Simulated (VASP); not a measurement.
# H12C4Cl3 in VASP: a series of runs

H12C4Cl3 is run at these levels: PBE+D3(BJ); tasks: single point.

All numbers are computed with VASP 6.6.1; they aren't measurements. Logs are shortened: lines on timing, memory, paths and dates and some standing lists are left out, and cuts for length are marked.

## 1. The cell of the first run

The cell holds an amorphous packing of atoms, 38 atoms: a = 8.338 Å, b = 8.338 Å, c = 8.338 Å, α = 90.00°, β = 90.00°, γ = 90.00°.

## 2. Single point, PBE+D3(BJ)

File INCAR:

```
SYSTEM = H12C4Cl3
PREC = Accurate ; ENCUT = 520
EDIFF = 1E-6 ; ISMEAR = -1
SIGMA = 0.05 ; LREAL = Auto
LASPH = .TRUE. ; NELM = 60
ALGO = Normal ; ISIF = 2
LWAVE = .FALSE. ; LCHARG = .FALSE.
GGA = PE ; IVDW = 12
NBANDS = 74
```

File KPOINTS:

```
regular mesh
0
G
  1 1 1
  0 0 0
```

File POSCAR:

```
H12C4Cl3
1.0
    8.3376330000      0.0000000000      0.0000000000
    0.0000000000      8.3376330000      0.0000000000
    0.0000000000      0.0000000000      8.3376330000
C H Cl
8 24 6
Direct
    0.2128062005      0.0299485477      0.1850525203
    0.2078167749      0.2147611918      0.1726629128
    0.1382166857      0.5677630570      0.6808766949
    0.6380587872      0.5603628752      0.0456364534
    0.7193528427      0.9684523173      0.5274878374
    0.1430022166     -0.0042458093      0.5714091757
    0.6662082632      0.4003174522      0.5598951165
    0.0966221468      0.6398698528      0.1196982405
    0.2612492059      0.0120537807      0.3071375293
    0.0965741716     -0.0282454265      0.1601533673
    0.3107476666     -0.0155199923      0.0992967668
    0.1883148371      0.2606015400      0.0558551810
    0.1266426575      0.2670062355      0.2571713099
    0.3223456825      0.2510544659      0.2240084206
    0.2064134989      0.6369193751      0.7687073777
    0.1988693913      0.5556133257      0.5598951165
    0.0183145504      0.6119962344      0.6701182458
    0.6313542465      0.4333244219      0.0465839645
    0.5841945790      0.6098853236     -0.0629914989
    0.7694629879      0.5893039427      0.0431777220
    0.6955211389      1.0670654369      0.4473451878
    0.8442683913      0.9833126500      0.5749833316
    0.7163543898      0.8529639047      0.4626612853
    0.1386724506      0.1244717775      0.5533345015
    0.2622686799     -0.0416305203      0.5397814943
    0.0524489384     -0.0753571187      0.5105765629
    0.7958133921      0.4199873034      0.5730283403
    0.6196362925      0.3099080998      0.6434679963
    0.6309704445      0.3662670209      0.4386136929
    0.0565748097      0.7419012087      0.0440652641
    0.2203383142      0.6575127497      0.1594097509
    0.0736180160      0.5324412816      0.0512735449
    0.1064450786      0.3654634355      0.7600238581
    0.5435835326      0.6476898180      0.2087163107
    0.5881285492      0.9613879623      0.6960248790
    0.1475838526     -0.0444130846      0.7934026360
    0.5788813204      0.5928061357      0.6216872343
   -0.0287971418      0.6380347996      0.2925050791
```

Potentials or basis: VASP PAW PBE potentials, release 64 (C, H, Cl).

Command:

```console
$ cat potpaw_PBE.64/C/POTCAR potpaw_PBE.64/H/POTCAR potpaw_PBE.64/Cl/POTCAR > POTCAR
$ mpirun -np 1 vasp_gam > vasp.out
```

OUTCAR:

```text
SYSTEM = H12C4Cl3
   PREC = Accurate
   ENCUT = 520
   EDIFF = 1E-6
   ISMEAR = -1
   LREAL = Auto
   LASPH = .TRUE.
   NELM = 60
   ISIF = 2
   GGA = PE
   IVDW = 12
 IVDW          = 12

 ion  position               nearest neighbor table
   1  0.213  0.030  0.185-  10 1.10   9 1.11  11 1.15   2 1.54
   2  0.208  0.215  0.173-  12 1.06  13 1.07  14 1.09   1 1.54
   3  0.138  0.568  0.681-  17 1.07  15 1.09  16 1.13  33 1.83
   4  0.638  0.560  0.046-  18 1.06  19 1.09  20 1.12  34 1.73
   5  0.719  0.968  0.527-  21 1.08  23 1.10  22 1.12  35 1.78
   6  0.143  0.996  0.571-  25 1.07  24 1.08  26 1.09  36 1.88
   7  0.666  0.400  0.560-  29 1.09  28 1.10  27 1.10  37 1.84
   8  0.097  0.640  0.120-  32 1.08  31 1.09  30 1.11  38 1.78
   9  0.261  0.012  0.307-   1 1.11
  10  0.097  0.972  0.160-   1 1.10
  11  0.311  0.984  0.099-   1 1.15
  12  0.188  0.261  0.056-   2 1.06
  13  0.127  0.267  0.257-   2 1.07
  14  0.322  0.251  0.224-   2 1.09
[... 22 lines left out ...]
  37  0.579  0.593  0.622-   7 1.84
  38  0.971  0.638  0.293-   8 1.78

  LATTYP: Found a simple cubic cell.
 ALAT       =     8.3376330000

  Lattice vectors:

 A1 = (   8.3376330000,   0.0000000000,   0.0000000000)
 A2 = (   0.0000000000,   8.3376330000,   0.0000000000)
 A3 = (   0.0000000000,   0.0000000000,   8.3376330000)

Analysis of symmetry for initial positions (statically):
=====================================================================
 Subroutine PRICEL returns:
 Original cell was already a primitive cell.

 Routine SETGRP: Setting up the symmetry group for a
 simple cubic supercell.

 Subroutine GETGRP returns: Found  1 space group operations
 (whereof  1 operations were pure point group operations)
 out of a pool of 48 trial point group operations.

The static configuration has the point symmetry C_1 .

Analysis of symmetry for dynamics (positions and initial velocities):
=====================================================================
 Subroutine PRICEL returns:
 Original cell was already a primitive cell.

 Routine SETGRP: Setting up the symmetry group for a
 simple cubic supercell.

 Subroutine GETGRP returns: Found  1 space group operations
 (whereof  1 operations were pure point group operations)
 out of a pool of 48 trial point group operations.

The dynamic configuration has the point symmetry C_1 .

 Subroutine INISYM returns: Found  1 space group operations
 (whereof  1 operations are pure point group operations),
 and found     1 'primitive' translations

----------------------------------------------------------------------------------------

                                     Primitive cell

  volume of cell :     579.5999

  direct lattice vectors                    reciprocal lattice vectors
     8.337633000  0.000000000  0.000000000     0.119938117  0.000000000  0.000000000
     0.000000000  8.337633000  0.000000000     0.000000000  0.119938117  0.000000000
     0.000000000  0.000000000  8.337633000     0.000000000  0.000000000  0.119938117

  length of vectors
     8.337633000  8.337633000  8.337633000     0.119938117  0.119938117  0.119938117

  position of ions in fractional coordinates (direct lattice)
     0.212806200  0.029948548  0.185052520
     0.207816775  0.214761192  0.172662913
     0.138216686  0.567763057  0.680876695
     0.638058787  0.560362875  0.045636453
     0.719352843  0.968452317  0.527487837
     0.143002217  0.995754191  0.571409176
[... 30 lines left out ...]
     0.578881320  0.592806136  0.621687234
     0.971202858  0.638034800  0.292505079

  ion indices of the primitive-cell ions
   primitive index   ion index
                 1           1
                 2           2
                 3           3
                 4           4
                 5           5
                 6           6
[... 30 lines left out ...]
                37          37
                38          38

----------------------------------------------------------------------------------------

 KPOINTS: regular mesh

Automatic generation of k-mesh.
 Grid dimensions read from file:
 generate k-points for:    1    1    1

 Generating k-lattice:

  Cartesian coordinates                     Fractional coordinates (reciprocal lattice)
     0.119938117  0.000000000  0.000000000     1.000000000  0.000000000  0.000000000
     0.000000000  0.119938117  0.000000000     0.000000000  1.000000000  0.000000000
     0.000000000  0.000000000  0.119938117     0.000000000  0.000000000  1.000000000

  Length of vectors
     0.119938117  0.119938117  0.119938117

  Shift w.r.t. Gamma in fractional coordinates (k-lattice)
     0.000000000  0.000000000  0.000000000

 Subroutine IBZKPT returns following result:
 ===========================================

 Found      1 irreducible k-points:

 Following reciprocal coordinates:
            Coordinates               Weight
  0.000000  0.000000  0.000000      1.000000
   k-points           NKPTS =      1   k-points in BZ     NKDIM =      1   number of bands    NBANDS=     74
   number of dos      NEDOS =    301   number of ions     NIONS =     38
   total plane-waves  NPLWV = 262144
   dimension x,y,z NGX =    64 NGY =   64 NGZ =   64
   dimension x,y,z NGXF=   128 NGYF=  128 NGZF=  128
   ions per type =               8  24   6
   NGX,Y,Z   is equivalent  to a cutoff of  12.76, 12.76, 12.76 a.u.
   NGXF,Y,Z  is equivalent  to a cutoff of  25.52, 25.52, 25.52 a.u.
 SYSTEM =  H12C4Cl3
   PREC   = accura    normal or accurate (medium, high low for compatibility)
   ISTART =      0    job   : 0-new  1-cont  2-samecut
   ICHARG =      2    charge: 1-file 2-atom 10-const
   ISPIN  =      1    spin polarized calculation?
   LNONCOLLINEAR =      F non collinear calculations
   LSORBIT =      F    spin-orbit coupling
   LASPH  =      T    aspherical Exc in radial PAW
   ENCUT  =  520.0 eV  38.22 Ry    6.18 a.u.  15.50 15.50 15.50*2*pi/ulx,y,z
   NELM   =     60;   NELMIN=  2; NELMDL= -5     # of ELM steps
   EDIFF  = 0.1E-05   stopping-criterion for ELM
   LREAL  =      T    real-space projection
   EDIFFG = 0.1E-04   stopping-criterion for IOM
   NSW    =      0    number of steps for IOM
   IBRION =     -1    ionic relax: 0-MD 1-quasi-New 2-CG
   NFREE  =      0    steps in history (QN), initial steepest desc. (CG)
   ISIF   =      2    stress and relaxation
   ISYM   =      2    0-nonsym 1-usesym 2-fastsym
   POTIM  = 0.5000    time-step for ionic-motion
   TEBEG  =    0.0;   TEEND  =   0.0 temperature during run
   PSTRESS=    0.0 pullay stress
   NELECT =      98.0000    total number of electrons
   NUPDOWN=      -1.0000    fix difference up-down
   EMIN   =  10.00;   EMAX   =-10.00  energy-range for DOS
   EFERMI =   0.00;   METHOD = LEGACY
   ISMEAR =    -1;   SIGMA  =   0.05  broadening in eV -4-tet -1-fermi 0-gaus
   EFERMI_NEDOS =   21; number of points for ismear=-14 and -15
   IALGO  =     38    algorithm
   IMIX   =      4    mixing-type and parameters
     AMIX     =   0.40;   BMIX     =  1.00
     AMIX_MAG =   1.60;   BMIX_MAG =  1.00
  volume/ion in A,a.u.               =      15.25       102.93
  Fermi-wavevector in a.u.,A,eV,Ry     =   0.905262  1.710696 11.149954  0.819498
  Thomas-Fermi vector in A             =   2.028808
   LORBIT       =      0    0 simple, 1 ext, 2 COOP (PROOUT), +10 PAW based schemes
   GGA     = PE    functional components
   LHFCALC =     F    Hartree Fock is set to
   AEXX    =    0.0000 exact exchange contribution
   IVDW    =    12    specifies the selected vdW correction
   LEPSILON=     F    determine dielectric tensor
   LRPA    =     F    only Hartree local field effects (RPA)
 non-spin polarized calculation
  energy-cutoff  :      520.00
  volume of cell :      579.60
 maximum number of plane-waves:      7758
 NGX is ok and might be reduce to    64
   NGX = 31   NGY = 31   NGZ = 31

 number of electron      98.0000002 magnetization

 Free energy of the ion-electron system (eV)
  ---------------------------------------------------
  ext. energy  EPLUGINS =         0.00000000
  ---------------------------------------------------
  free energy    TOTEN  =      -174.68106176 eV

  energy without entropy =     -174.68106176  energy(sigma->0) =     -174.68106176

 E-fermi :  -2.1471     XC(G=0):  -6.2059

 val. band max:       -3.3992330837   @ k =   0.0000   0.0000   0.0000
 cond. band min:       2.2124409726   @ k =   0.0000   0.0000   0.0000
 fundamental gap:      5.6116740563
 Fermi energy:        -2.1470592988

 k-point     1 :       0.0000    0.0000    0.0000
  band No.  band energies     occupation
      1     -18.0995      2.00000
      2     -17.9320      2.00000
      3     -17.9140      2.00000
      4     -17.6521      2.00000
      5     -17.5174      2.00000
      6     -17.4025      2.00000
[... 53 lines left out ...]
     60       4.3760      0.00000
     61       4.5666      0.00000
 [bands above 61 left out]

------------------------ aborting loop because EDIFF is reached ----------------------------------------

 Edisp (eV)   -1.76167

 E8    (eV) :    -0.4558

  FORCE on cell =-STRESS in cart. coord.  units (eV):
  Direction    XX          YY          ZZ          XY          YZ          ZX
  --------------------------------------------------------------------------------------
  -------------------------------------------------------------------------------------
  Total      -1.00513     1.45563    -1.91295    -0.99643    -0.44151    -0.72096
  in kB      -2.77845     4.02377    -5.28793    -2.75442    -1.22047    -1.99292
  external pressure =       -1.35 kB  Pullay stress =        0.00 kB

 VOLUME and BASIS-vectors are now :
 -----------------------------------------------------------------------------
  energy-cutoff  :      520.00
  volume of cell :      579.60
      direct lattice vectors                 reciprocal lattice vectors
     8.337633000  0.000000000  0.000000000     0.119938117  0.000000000  0.000000000
     0.000000000  8.337633000  0.000000000     0.000000000  0.119938117  0.000000000
     0.000000000  0.000000000  8.337633000     0.000000000  0.000000000  0.119938117

 POSITION                                       TOTAL-FORCE (eV/Angst)
 -----------------------------------------------------------------------------------
      1.77430      0.24970      1.54290         1.094516      0.536277     -0.833089
      1.73270      1.79060      1.43960         0.759081     -1.138378      1.054304
      1.15240      4.73380      5.67690         0.649901     -1.028995     -0.672860
      5.31990      4.67210      0.38050         1.411982      1.003115     -1.099167
      5.99770      8.07460      4.39800         1.426688     -0.762874      0.526091
      1.19230      8.30223      4.76420         0.833559     -0.239638      1.293754
[... 30 lines left out ...]
      4.82650      4.94260      5.18340         0.158919     -0.788271     -0.460708
      8.09753      5.31970      2.43880        -0.109110     -0.045876      0.241011
 -----------------------------------------------------------------------------------
    total drift:                                0.010606      0.002736      0.009534

  FREE ENERGIE OF THE ION-ELECTRON SYSTEM (eV)
  ---------------------------------------------------
  free  energy   TOTEN  =      -176.4427278450 eV

  energy  without entropy=     -176.4427278449  energy(sigma->0) =     -176.44272784
```

Wall time 77 s (1 thread of Intel Xeon Platinum 8488C (Sapphire Rapids), shared host); peak memory 0.51 GiB.

Results:

```
Free energy                : -176.4427 eV
Pressure                   : -0.1 GPa
Largest force              : 2.051 eV/Å
Band gap on the k mesh     : 5.61 eV
Dispersion energy per atom : -0.046 eV
```

Forces in eV/Å, atoms in the order of the input:
```
C    1.095  0.536 -0.833
C    0.759 -1.138  1.054
C    0.650 -1.029 -0.673
C    1.412  1.003 -1.099
C    1.427 -0.763  0.526
C    0.834 -0.240  1.294
C   -0.145  0.504  0.718
C   -0.460  1.009 -0.312
H   -0.466 -0.778 -0.207
H    0.370  0.017  0.282
H   -1.144  0.192  0.761
H   -0.069  0.457 -1.076
H   -1.096  0.270  0.418
H    0.553  0.542 -0.452
H    0.125 -0.088 -0.110
H   -0.459  0.217  1.149
H   -0.621  0.604 -0.227
H   -0.432 -1.225  0.143
H   -0.040 -0.145 -0.222
H   -0.741  0.105  0.215
H   -0.459  0.420 -0.192
H   -0.838  0.004 -0.123
H   -0.264  0.237  0.164
H   -0.487  0.263  0.148
H    0.567 -0.414 -0.321
H   -0.146 -0.076  0.098
H   -0.156 -0.371 -0.144
H    0.176  0.026  0.103
H   -0.027  0.419 -0.230
H    0.282 -0.238  0.309
H    0.130 -0.225 -0.167
H    0.254 -0.620 -0.053
Cl   0.290  0.284 -0.120
Cl  -0.318  0.221  0.919
Cl  -0.141  0.373 -0.380
Cl  -0.463  0.482 -1.141
Cl   0.159 -0.788 -0.461
Cl  -0.109 -0.046  0.241
```

Caveat: the k points lie up to 0.75 Å⁻¹ apart.

(Part 1 of 2 ends here.)
